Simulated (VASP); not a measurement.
# GaN in VASP: a series of runs

GaN is run at these levels: LDA; tasks: single point.

Everything below comes from runs of VASP 6.6.1. Logs are shortened: lines on timing, memory, paths and dates and some standing lists are left out, and cuts for length are marked.

## Step 1: The cell of the first run

The typed cell holds 4 atoms: a = 3.152 Å, b = 3.145 Å, c = 5.138 Å, α = 89.89°, β = 89.71°, γ = 119.78°.

## Step 2: Single point, LDA (equal xy, yz and zx engineering shears of +0.5 %)

INCAR

```
SYSTEM = GaN
PREC = Accurate
ENCUT = 520
EDIFF = 1E-7
ISMEAR = 0
SIGMA = 0.01
LREAL = .False.
LASPH = .True.
NELM = 100
ALGO = Normal
ISIF = 2
LWAVE = .False.
LCHARG = .False.
GGA = CA
NBANDS = 26
```

KPOINTS

```
Automatic mesh
0
Gamma
  8 8 4
  0 0 0
```

POSCAR

```
GaN
1.0
    3.1518145673      0.0078795364      0.0078795364
   -1.5690834050      2.7256117151      0.0028841105
    0.0128459943      0.0128459943      5.1383977362
Ga N
2 2
Direct
    0.3326067347      0.6662715542     -0.0006987891
    0.6663240388      0.3329456114      0.4993033288
    0.3329554976      0.6670628230      0.3756965466
    0.6681137289      0.3337200114      0.8756989137
```

Potentials or basis: VASP PAW LDA potentials, release 64 (Ga_d, N).

On the command line:

```sh
cat potpaw_LDA.64/Ga_d/POTCAR potpaw_LDA.64/N/POTCAR > POTCAR
mpirun -np 1 vasp_std > vasp.out
```

OUTCAR:

```text
SYSTEM = GaN
   PREC = Accurate
   ENCUT = 520
   EDIFF = 1E-7
   ISMEAR = 0
   LREAL = .False.
   LASPH = .True.
   NELM = 100
   ISIF = 2
   GGA = CA

 ion  position               nearest neighbor table
   1  0.333  0.666  0.999-   4 1.93   4 1.93   4 1.93   3 1.93
   2  0.666  0.333  0.499-   3 1.93   3 1.93   3 1.93   4 1.93
   3  0.333  0.667  0.376-   2 1.93   2 1.93   2 1.93   1 1.93
   4  0.668  0.334  0.876-   1 1.93   1 1.93   1 1.93   2 1.93

  LATTYP: Found a triclinic cell.
 ALAT       =     3.1586592425
 B/A-ratio  =     0.9956738721
 C/A-ratio  =     1.6267756211
 COS(alpha) =     0.0018363769
 COS(beta)  =     0.0068238029
 COS(gamma) =     0.5000046992

  Lattice vectors:

 A1 = (   1.5827311623,   2.7334912515,   0.0107636469)
 A2 = (  -1.5690834050,   2.7256117151,   0.0028841105)
 A3 = (   0.0128459943,   0.0128459943,   5.1383977362)

Analysis of symmetry for initial positions (statically):
=====================================================================
 Subroutine PRICEL returns:
 Original cell was already a primitive cell.

 Routine SETGRP: Setting up the symmetry group for a
 triclinic supercell.

 Subroutine GETGRP returns: Found  1 space group operations
 (whereof  1 operations were pure point group operations)
 out of a pool of  2 trial point group operations.

The static configuration has the point symmetry C_1 .

Analysis of symmetry for dynamics (positions and initial velocities):
=====================================================================
 Subroutine PRICEL returns:
 Original cell was already a primitive cell.

 Routine SETGRP: Setting up the symmetry group for a
 triclinic supercell.

 Subroutine GETGRP returns: Found  1 space group operations
 (whereof  1 operations were pure point group operations)
 out of a pool of  2 trial point group operations.

The dynamic configuration has the point symmetry C_1 .

 Subroutine INISYM returns: Found  1 space group operations
 (whereof  1 operations are pure point group operations),
 and found     1 'primitive' translations

----------------------------------------------------------------------------------------

                                     Primitive cell

  volume of cell :      44.2050

  direct lattice vectors                    reciprocal lattice vectors
     3.151814567  0.007879536  0.007879536     0.316824691  0.182391337 -0.001248040
    -1.569083405  2.725611715  0.002884110    -0.000913629  0.366365124 -0.000913629
     0.012845994  0.012845994  5.138397736    -0.000485326 -0.000485326  0.194615622

  length of vectors
     3.151834266  3.144994479  5.138429851     0.365576315  0.366367403  0.194616832

  position of ions in fractional coordinates (direct lattice)
     0.332606735  0.666271554  0.999301211
     0.666324039  0.332945611  0.499303329
     0.332955498  0.667062823  0.375696547
     0.668113729  0.333720011  0.875698914

  ion indices of the primitive-cell ions
   primitive index   ion index
                 1           1
                 2           2
                 3           3
                 4           4

----------------------------------------------------------------------------------------

 KPOINTS: Automatic mesh

Automatic generation of k-mesh.
 Grid dimensions read from file:
 generate k-points for:    8    8    4

 Generating k-lattice:

  Cartesian coordinates                     Fractional coordinates (reciprocal lattice)
     0.039603086  0.022798917 -0.000156005     0.125000000 -0.000000000 -0.000000000
    -0.000114204  0.045795641 -0.000114204     0.000000000  0.125000000 -0.000000000
    -0.000121331 -0.000121331  0.048653905     0.000000000 -0.000000000  0.250000000

  Length of vectors
     0.045697039  0.045795925  0.048654208

  Shift w.r.t. Gamma in fractional coordinates (k-lattice)
     0.000000000  0.000000000  0.000000000

 Subroutine IBZKPT returns following result:
 ===========================================

 Found    132 irreducible k-points:

 Following reciprocal coordinates:
            Coordinates               Weight
  0.000000  0.000000  0.000000      1.000000
  0.125000 -0.000000  0.000000      2.000000
  0.250000 -0.000000  0.000000      2.000000
  0.375000 -0.000000  0.000000      2.000000
  0.500000 -0.000000  0.000000      1.000000
  0.000000  0.125000  0.000000      2.000000
[... 16 lines left out ...]
  0.125000  0.375000  0.000000      2.000000
  0.250000  0.375000  0.000000      2.000000
 [... further k-points ...]
   k-points           NKPTS =    132   k-points in BZ     NKDIM =    132   number of bands    NBANDS=     26
   number of dos      NEDOS =    301   number of ions     NIONS =      4
   total plane-waves  NPLWV =  23040
   dimension x,y,z NGX =    24 NGY =   24 NGZ =   40
   dimension x,y,z NGXF=    48 NGYF=   48 NGZF=   80
   ions per type =               2   2
   NGX,Y,Z   is equivalent  to a cutoff of  12.66, 12.69, 12.94 a.u.
   NGXF,Y,Z  is equivalent  to a cutoff of  25.32, 25.37, 25.88 a.u.
 SYSTEM =  GaN
   PREC   = accura    normal or accurate (medium, high low for compatibility)
   ISTART =      0    job   : 0-new  1-cont  2-samecut
   ICHARG =      2    charge: 1-file 2-atom 10-const
   ISPIN  =      1    spin polarized calculation?
   LNONCOLLINEAR =      F non collinear calculations
   LSORBIT =      F    spin-orbit coupling
   LASPH  =      T    aspherical Exc in radial PAW
   ENCUT  =  520.0 eV  38.22 Ry    6.18 a.u.   5.86  5.85  9.55*2*pi/ulx,y,z
   NELM   =    100;   NELMIN=  2; NELMDL= -5     # of ELM steps
   EDIFF  = 0.1E-06   stopping-criterion for ELM
   LREAL  =      F    real-space projection
   EDIFFG = 0.1E-05   stopping-criterion for IOM
   NSW    =      0    number of steps for IOM
   IBRION =     -1    ionic relax: 0-MD 1-quasi-New 2-CG
   NFREE  =      0    steps in history (QN), initial steepest desc. (CG)
   ISIF   =      2    stress and relaxation
   ISYM   =      2    0-nonsym 1-usesym 2-fastsym
   POTIM  = 0.5000    time-step for ionic-motion
   TEBEG  =    0.0;   TEEND  =   0.0 temperature during run
   PSTRESS=    0.0 pullay stress
   NELECT =      36.0000    total number of electrons
   NUPDOWN=      -1.0000    fix difference up-down
   EMIN   =  10.00;   EMAX   =-10.00  energy-range for DOS
   EFERMI =   0.00;   METHOD = LEGACY
   ISMEAR =     0;   SIGMA  =   0.01  broadening in eV -4-tet -1-fermi 0-gaus
   EFERMI_NEDOS =   21; number of points for ismear=-14 and -15
   IALGO  =     38    algorithm
   IMIX   =      4    mixing-type and parameters
     AMIX     =   0.40;   BMIX     =  1.00
     AMIX_MAG =   1.60;   BMIX_MAG =  1.00
  volume/ion in A,a.u.               =      11.05        74.58
  Fermi-wavevector in a.u.,A,eV,Ry     =   1.528804  2.889021 31.800105  2.337242
  Thomas-Fermi vector in A             =   2.636512
   LORBIT       =      0    0 simple, 1 ext, 2 COOP (PROOUT), +10 PAW based schemes
   GGA     = CA    functional components
   LHFCALC =     F    Hartree Fock is set to
   AEXX    =    0.0000 exact exchange contribution
   IVDW    =     0    specifies the selected vdW correction
   LEPSILON=     F    determine dielectric tensor
   LRPA    =     F    only Hartree local field effects (RPA)
 non-spin polarized calculation
 Gauss-broadening in eV      SIGMA  =   0.01
  energy-cutoff  :      520.00
  volume of cell :       44.21
 maximum number of plane-waves:      1202
   NGX = 11   NGY = 11   NGZ = 19

 number of electron      36.0000030 magnetization

 Free energy of the ion-electron system (eV)
  ---------------------------------------------------
  ext. energy  EPLUGINS =         0.00000000
  ---------------------------------------------------
  free energy    TOTEN  =       -27.90830731 eV

  energy without entropy =      -27.90830731  energy(sigma->0) =      -27.90830731

 E-fermi :   5.5032     XC(G=0): -12.2987

 val. band max:        5.4561862231   @ k =   0.0000   0.0000   0.0000
 cond. band min:       7.5859923685   @ k =   0.0000   0.0000   0.0000
 fundamental gap:      2.1298061454
 Fermi energy:         5.5032372592

 k-point     1 :       0.0000    0.0000    0.0000
  band No.  band energies     occupation
      1     -10.7015      2.00000
      2      -9.7201      2.00000
      3      -8.1466      2.00000
      4      -8.1308      2.00000
      5      -8.1269      2.00000
      6      -8.0638      2.00000
[... 18 lines left out ...]
     25      17.2045      0.00000
     26      17.2359      0.00000

 k-point     2 :       0.1250   -0.0000    0.0000
  band No.  band energies     occupation
      1     -10.5398      2.00000
      2      -9.6804      2.00000
      3      -8.1289      2.00000
      4      -8.1039      2.00000
      5      -8.0824      2.00000
      6      -8.0426      2.00000
[... 18 lines left out ...]
     25      16.7324      0.00000
     26      17.5668      0.00000

 k-point     3 :       0.2500   -0.0000    0.0000
  band No.  band energies     occupation
      1     -10.1594      2.00000
      2      -9.6058      2.00000
      3      -8.0874      2.00000
      4      -8.0628      2.00000
      5      -7.9965      2.00000
      6      -7.9485      2.00000
[... 18 lines left out ...]
     25      16.8861      0.00000
     26      18.2605      0.00000

 k-point     4 :       0.3750   -0.0000    0.0000
  band No.  band energies     occupation
      1      -9.8353      2.00000
      2      -9.5591      2.00000
      3      -8.0745      2.00000
      4      -8.0474      2.00000
      5      -7.9555      2.00000
      6      -7.8934      2.00000
[... 18 lines left out ...]
     25      17.3378      0.00000
     26      18.7976      0.00000

 k-point     5 :       0.5000   -0.0000    0.0000
  band No.  band energies     occupation
      1      -9.7302      2.00000
      2      -9.5471      2.00000
      3      -8.0795      2.00000
      4      -8.0470      2.00000
      5      -7.9439      2.00000
      6      -7.8988      2.00000
[... 18 lines left out ...]
     25      17.8588      0.00000
     26      18.8918      0.00000

 k-point     6 :       0.0000    0.1250    0.0000
  band No.  band energies     occupation
      1     -10.5391      2.00000
      2      -9.6802      2.00000
      3      -8.1283      2.00000
      4      -8.1054      2.00000
      5      -8.0812      2.00000
      6      -8.0414      2.00000
[... 427 lines left out ...]
 k-point    21 :      -0.1250    0.2500    0.0000
  band No.  band energies     occupation
      1     -10.2643      2.00000
      2      -9.6237      2.00000
      3      -8.0877      2.00000
      4      -8.0807      2.00000
      5      -8.0111      2.00000
      6      -8.0056      2.00000
[... 18 lines left out ...]
     25      16.4590      0.00000
     26      18.1913      0.00000

 k-point    22 :       0.0000    0.3750    0.0000
  band No.  band energies     occupation
      1      -9.8337      2.00000
      2      -9.5587      2.00000
      3      -8.0735      2.00000
      4      -8.0485      2.00000
      5      -7.9565      2.00000
      6      -7.8938      2.00000
[... 18 lines left out ...]
     25      17.3534      0.00000
     26      18.7924      0.00000

 k-point    23 :       0.1250    0.3750    0.0000
  band No.  band energies     occupation
      1      -9.7208      2.00000
      2      -9.5499      2.00000
      3      -8.0921      2.00000
      4      -8.0304      2.00000
      5      -7.9211      2.00000
      6      -7.8966      2.00000
[... 18 lines left out ...]
     25      17.6883      0.00000
     26      18.9819      0.00000

 k-point    24 :       0.2500    0.3750    0.0000
  band No.  band energies     occupation
      1      -9.6275      2.00000
      2      -9.5622      2.00000
      3      -8.1278      2.00000
      4      -7.9517      2.00000
      5      -7.8898      2.00000
      6      -7.8831      2.00000
[... 18 lines left out ...]
     25      18.0836      0.00000
     26      18.1906      0.00000

 [... further k-points ...]

------------------------ aborting loop because EDIFF is reached ----------------------------------------

  FORCE on cell =-STRESS in cart. coord.  units (eV):
  Direction    XX          YY          ZZ          XY          YZ          ZX
  --------------------------------------------------------------------------------------
  -------------------------------------------------------------------------------------
  Total        0.3075681      0.3086181      0.3022526     -0.1592704     -0.1340442     -0.1341027
  in kB       11.1475744     11.1856280     10.9549168     -5.7726371     -4.8583315     -4.8604512
  external PRESSURE =      11.0960397 kB  Pullay stress =       0.0000000 kB

 VOLUME and BASIS-vectors are now :
 -----------------------------------------------------------------------------
  energy-cutoff  :      520.00
  volume of cell :       44.21
      direct lattice vectors                 reciprocal lattice vectors
     3.151814567  0.007879536  0.007879536     0.316824691  0.182391337 -0.001248040
    -1.569083405  2.725611715  0.002884110    -0.000913629  0.366365124 -0.000913629
     0.012845994  0.012845994  5.138397736    -0.000485326 -0.000485326  0.194615622

 POSITION                                       TOTAL-FORCE (eV/Angst)
 -----------------------------------------------------------------------------------
      0.01572      1.83146      5.13935        -0.002508     -0.000491      0.001381
      1.58412      0.91914      2.57183         0.001228     -0.000802      0.001004
      0.00756      1.82560      1.93503         0.000287      0.000831     -0.000706
      1.59339      0.92610      4.50592         0.000994      0.000461     -0.001679
 -----------------------------------------------------------------------------------
    total drift:                                0.000227      0.000173      0.000809

  FREE ENERGIE OF THE ION-ELECTRON SYSTEM (eV)
  ---------------------------------------------------
  free  energy   TOTEN  =       -27.9083073096 eV

  energy  without entropy=      -27.9083073096  energy(sigma->0) =      -27.90830731
```

Wall time 3.9 min (1 thread of AMD EPYC 7R13, shared host); peak memory 0.2 GiB.

Results:

```yaml
Free_energy: -27.9083 eV
Pressure: 1.1 GPa
Band_gap_on_the_k_mesh: 2.13 eV, direct
```

Forces in eV/Å, atoms in the order of the input:
```
Ga  -0.003  0.000  0.001
Ga   0.001 -0.001  0.001
N    0.000  0.001 -0.001
N    0.001  0.000 -0.002
```

Stress tensor (GPa, compression positive):
```
 1.11 -0.58 -0.49
-0.58  1.12 -0.49
-0.49 -0.49  1.10
```

Levels at points of the mesh, in eV from the valence-band top:
| k point | band 16 | band 17 | band 18 | band 19 | band 20 | band 21 |
| --- | --- | --- | --- | --- | --- | --- |
| (0.00, 0.00, 0.00) | -0.08 | -0.02 | 0.00 | 2.13 | 4.37 | 9.20 |
| (0.50, 0.00, 0.00) | -2.87 | -2.37 | -1.04 | 5.04 | 5.69 | 5.99 |
| (0.00, 0.50, 0.00) | -2.90 | -2.36 | -1.07 | 4.99 | 5.65 | 5.98 |
| (0.50, 0.50, 0.00) | -2.93 | -2.35 | -1.09 | 4.93 | 5.61 | 5.97 |
| (0.00, 0.00, 0.50) | -0.59 | -0.56 | -0.55 | 4.39 | 4.39 | 8.45 |
| (0.50, 0.00, 0.50) | -2.03 | -2.03 | -1.97 | 4.36 | 4.40 | 7.76 |
| (0.00, 0.50, 0.50) | -2.06 | -2.03 | -1.98 | 4.36 | 4.38 | 7.76 |
| (0.50, 0.50, 0.50) | -2.09 | -2.01 | -1.99 | 4.35 | 4.36 | 7.76 |

Caveat: the cell differs from its parent crystal (equal xy, yz and zx engineering shears of +0.5 %).

[end of part 1 of 2]
